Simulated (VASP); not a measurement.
# SnO in VASP: single point with PBE+D3(BJ)

Aim: the single point of SnO with PBE+D3(BJ).

All numbers are computed with VASP 6.6.1; they aren't measurements. Logs are shortened: lines on timing, memory, paths and dates and some standing lists are left out, and cuts for length are marked.

## Step 1: The cell of the first run

The cell holds a slab with vacuum, 8 atoms: a = 3.820 Å, b = 3.820 Å, c = 22.226 Å, α = 90.00°, β = 90.00°, γ = 90.00°.

## Step 2: Single point, PBE+D3(BJ) (layers slid over each other)

Input file INCAR:

```
SYSTEM = SnO
PREC = Accurate ; ENCUT = 520
EDIFF = 1E-7 ; ISMEAR = 0
SIGMA = 0.05 ; LREAL = .FALSE.
LASPH = .TRUE. ; NELM = 80
ALGO = Normal ; ISIF = 2
LWAVE = .FALSE. ; LCHARG = .FALSE.
LDIPOL = .TRUE. ; IDIPOL = 3
DIPOL = 0.5 0.5 0.395 ; GGA = PE
IVDW = 12 ; NBANDS = 50
```

Input file KPOINTS:

```
Automatic mesh
0
G
  7 7 1
  0 0 0
```

Input file POSCAR:

```
SnO
1.0
    3.8201630995      0.0000000000      0.0000000000
    0.0000000000      3.8201630995      0.0000000000
    0.0000000000      0.0000000000     22.2260821294
Sn O
4 4
Direct
    0.7500000000      0.2500000000      0.2024648327
    0.2500000000      0.7500000000      0.3087832136
    0.2500000000      1.2500000000      0.4820031260
   -0.2500000000      1.7500000000      0.5883215068
    0.2500000000      0.2500000000      0.2556240231
    0.7500000000      0.7500000000      0.2556240231
   -0.2500000000      1.2500000000      0.5351623164
    0.2500000000      1.7500000000      0.5351623164
```

Potentials or basis: VASP PAW PBE potentials, release 64 (Sn_d, O).

Launch:

```bash
> cat potpaw_PBE.64/Sn_d/POTCAR potpaw_PBE.64/O/POTCAR > POTCAR
> mpirun -np 1 vasp_std > vasp.out
```

OUTCAR:

```text
SYSTEM = SnO
   PREC = Accurate
   ENCUT = 520
   EDIFF = 1E-7
   ISMEAR = 0
   LREAL = .FALSE.
   LASPH = .TRUE.
   NELM = 80
   ISIF = 2
   GGA = PE
   IVDW = 12
 IVDW          = 12

 ion  position               nearest neighbor table
   1  0.750  0.250  0.202-   5 2.25   6 2.25   6 2.25   5 2.25   2 3.59   2 3.59   2 3.59   2 3.59

   2  0.250  0.750  0.309-   5 2.25   6 2.25   5 2.25   6 2.25   1 3.59   1 3.59   1 3.59   1 3.59

   3  0.250  0.250  0.482-   7 2.25   8 2.25   8 2.25   7 2.25   4 3.59   4 3.59   4 3.59   4 3.59

   4  0.750  0.750  0.588-   7 2.25   8 2.25   7 2.25   8 2.25   3 3.59   3 3.59   3 3.59   3 3.59

   5  0.250  0.250  0.256-   1 2.25   1 2.25   2 2.25   2 2.25
   6  0.750  0.750  0.256-   1 2.25   1 2.25   2 2.25   2 2.25
   7  0.750  0.250  0.535-   3 2.25   3 2.25   4 2.25   4 2.25
   8  0.250  0.750  0.535-   3 2.25   3 2.25   4 2.25   4 2.25

  LATTYP: Found a simple tetragonal cell.
 ALAT       =     3.8201630995
 C/A-ratio  =     5.8180976965

  Lattice vectors:

 A1 = (   3.8201630995,   0.0000000000,   0.0000000000)
 A2 = (   0.0000000000,   3.8201630995,   0.0000000000)
 A3 = (   0.0000000000,   0.0000000000,  22.2260821294)

Analysis of symmetry for initial positions (statically):
=====================================================================
 Subroutine PRICEL returns:
 Original cell was already a primitive cell.

 Routine SETGRP: Setting up the symmetry group for a
 simple tetragonal supercell.

 Subroutine GETGRP returns: Found  8 space group operations
 (whereof  1 operations were pure point group operations)
 out of a pool of 16 trial point group operations.

The static configuration has the point symmetry C_1 .
 The point group associated with its full space group is D_2h.

Analysis of symmetry for dynamics (positions and initial velocities):
=====================================================================
 Subroutine PRICEL returns:
 Original cell was already a primitive cell.

 Routine SETGRP: Setting up the symmetry group for a
 simple tetragonal supercell.

 Subroutine GETGRP returns: Found  8 space group operations
 (whereof  1 operations were pure point group operations)
 out of a pool of 16 trial point group operations.

The dynamic configuration has the point symmetry C_1 .
 The point group associated with its full space group is D_2h.
[... 110 lines left out ...]
   POTIM  = 0.5000    time-step for ionic-motion
   TEBEG  =    0.0;   TEEND  =   0.0 temperature during run
   PSTRESS=    0.0 pullay stress
   NELECT =      80.0000    total number of electrons
   NUPDOWN=      -1.0000    fix difference up-down
   EMIN   =  10.00;   EMAX   =-10.00  energy-range for DOS
   EFERMI =   0.00;   METHOD = LEGACY
   ISMEAR =     0;   SIGMA  =   0.05  broadening in eV -4-tet -1-fermi 0-gaus
   EFERMI_NEDOS =   21; number of points for ismear=-14 and -15
   IALGO  =     38    algorithm
   IMIX   =      4    mixing-type and parameters
     AMIX     =   0.40;   BMIX     =  1.00
     AMIX_MAG =   1.60;   BMIX_MAG =  1.00
  volume/ion in A,a.u.               =      40.54       273.61
  Fermi-wavevector in a.u.,A,eV,Ry     =   1.026666  1.940118 14.341131  1.054043
  Thomas-Fermi vector in A             =   2.160571
   LORBIT       =      0    0 simple, 1 ext, 2 COOP (PROOUT), +10 PAW based schemes
   GGA     = PE    functional components
   LHFCALC =     F    Hartree Fock is set to
   AEXX    =    0.0000 exact exchange contribution
   IVDW    =    12    specifies the selected vdW correction
   LEPSILON=     F    determine dielectric tensor
   LRPA    =     F    only Hartree local field effects (RPA)
 non-spin polarized calculation
 Gauss-broadening in eV      SIGMA  =   0.05
  energy-cutoff  :      520.00
  volume of cell :      324.36
 maximum number of plane-waves:      8769
   NGX = 15   NGY = 15   NGZ = 83

 dipolmoment           0.000000      0.000000      0.000232 electrons x Angstroem

 number of electron      79.9999970 magnetization

 dipolmoment           0.000000      0.000000     -0.000003 electrons x Angstroem

 Free energy of the ion-electron system (eV)
  ---------------------------------------------------
  ext. energy  EPLUGINS =         0.00000000
  ---------------------------------------------------
  free energy    TOTEN  =       -45.16331015 eV

  energy without entropy =      -45.16331015  energy(sigma->0) =      -45.16331015

 E-fermi :   0.1798     XC(G=0):  -5.2760

 val. band max:       -0.0924748686   @ k =   0.2857   0.0000   0.0000
 cond. band min:       2.0930752829   @ k =   0.4286   0.0000   0.0000
 fundamental gap:      2.1855501515
 Fermi energy:         0.1798141619

 k-point     1 :       0.0000    0.0000    0.0000
  band No.  band energies     occupation
      1     -21.0537      2.00000
      2     -21.0537      2.00000
      3     -20.6932      2.00000
      4     -20.6932      2.00000
      5     -20.6563      2.00000
      6     -20.6559      2.00000
[... 837 lines left out ...]
     49       6.3879      0.00000
     50       6.4095      0.00000

------------------------ aborting loop because EDIFF is reached ----------------------------------------

 vacuum level on the upper side and lower side of the slab       (xc-potential included)        -0.124        -0.120

 Edisp (eV)   -1.26945

 E8    (eV) :    -0.5615

  FORCE on cell =-STRESS in cart. coord.  units (eV):
  Direction    XX          YY          ZZ          XY          YZ          ZX
  --------------------------------------------------------------------------------------
  -------------------------------------------------------------------------------------
  Total       0.21383     0.39354    -0.02316     0.00000     0.00000     0.00000
  in kB       1.05620     1.94392    -0.11441     0.00000     0.00000     0.00000
  external pressure =        0.96 kB  Pullay stress =        0.00 kB

 VOLUME and BASIS-vectors are now :
 -----------------------------------------------------------------------------
  energy-cutoff  :      520.00
  volume of cell :      324.36
      direct lattice vectors                 reciprocal lattice vectors
     3.820163100  0.000000000  0.000000000     0.261768928  0.000000000  0.000000000
     0.000000000  3.820163100  0.000000000     0.000000000  0.261768928  0.000000000
     0.000000000  0.000000000 22.226082129     0.000000000  0.000000000  0.044992185

 POSITION                                       TOTAL-FORCE (eV/Angst)
 -----------------------------------------------------------------------------------
      2.86512      0.95504      4.50000         0.000000      0.000000     -0.076143
      0.95504      2.86512      6.86304         0.000000     -0.000000      0.101430
      0.95504      0.95504     10.71304         0.000000     -0.000000     -0.101430
      2.86512      2.86512     13.07608         0.000000     -0.000000      0.076143
      0.95504      0.95504      5.68152        -0.000000      0.000000      0.008907
      2.86512      2.86512      5.68152         0.000000     -0.000000      0.012095
      2.86512      0.95504     11.89456         0.000000     -0.000000     -0.012095
      0.95504      2.86512     11.89456         0.000000     -0.000000     -0.008907
 -----------------------------------------------------------------------------------
    total drift:                                0.000000     -0.000000     -0.000196

  FREE ENERGIE OF THE ION-ELECTRON SYSTEM (eV)
  ---------------------------------------------------
  free  energy   TOTEN  =       -46.4327633729 eV

  energy  without entropy=      -46.4327633729  energy(sigma->0) =      -46.43276337

 vacuum level on the upper side and lower side of the slab         4.818         4.824
```

OSZICAR:

```text
N       E                     dE             d eps       ncg     rms          rms(c)
DAV:   1     0.939089079997E+03    0.93909E+03   -0.38228E+04  1706   0.180E+03
DAV:   2     0.135930094199E+03   -0.80316E+03   -0.77590E+03  1776   0.495E+02
DAV:   3    -0.390530616445E+02   -0.17498E+03   -0.16915E+03  1958   0.220E+02
[... 16 lines left out ...]
DAV:  20    -0.451633008325E+02   -0.22277E-04   -0.68354E-07  1392   0.697E-03    0.199E-03
DAV:  21    -0.451633074139E+02   -0.65814E-05   -0.36750E-07  1568   0.522E-03    0.140E-03
DAV:  22    -0.451633097678E+02   -0.23538E-05   -0.27197E-07  1332   0.404E-03    0.322E-04
DAV:  23    -0.451633100822E+02   -0.31448E-06   -0.61867E-08  1212   0.234E-03    0.280E-04
DAV:  24    -0.451633101549E+02   -0.72650E-07   -0.16364E-08  1140   0.166E-03
   1 F= -.46432763E+02 E0= -.46432763E+02  d E =-.215652E-15
```

Wall time 5.3 min (1 thread of Intel Xeon Platinum 8488C (Sapphire Rapids), shared host); peak memory 0.43 GiB.

Results:

```
Free energy                : -46.4328 eV
Largest force              : 0.101 eV/Å
Band gap on the k mesh     : 2.19 eV (least direct gap 2.40 eV)
Dispersion energy per atom : -0.159 eV
```

Forces in eV/Å, atoms in the order of the input:
```
Sn   0.000  0.000 -0.076
Sn   0.000  0.000  0.101
Sn   0.000  0.000 -0.101
Sn   0.000  0.000  0.076
O    0.000  0.000  0.009
O    0.000  0.000  0.012
O    0.000  0.000 -0.012
O    0.000  0.000 -0.009
```

Caveat: the cell differs from its parent crystal (layers slid over each other); spin-orbit coupling is left out, which moves the levels of the heavy elements.
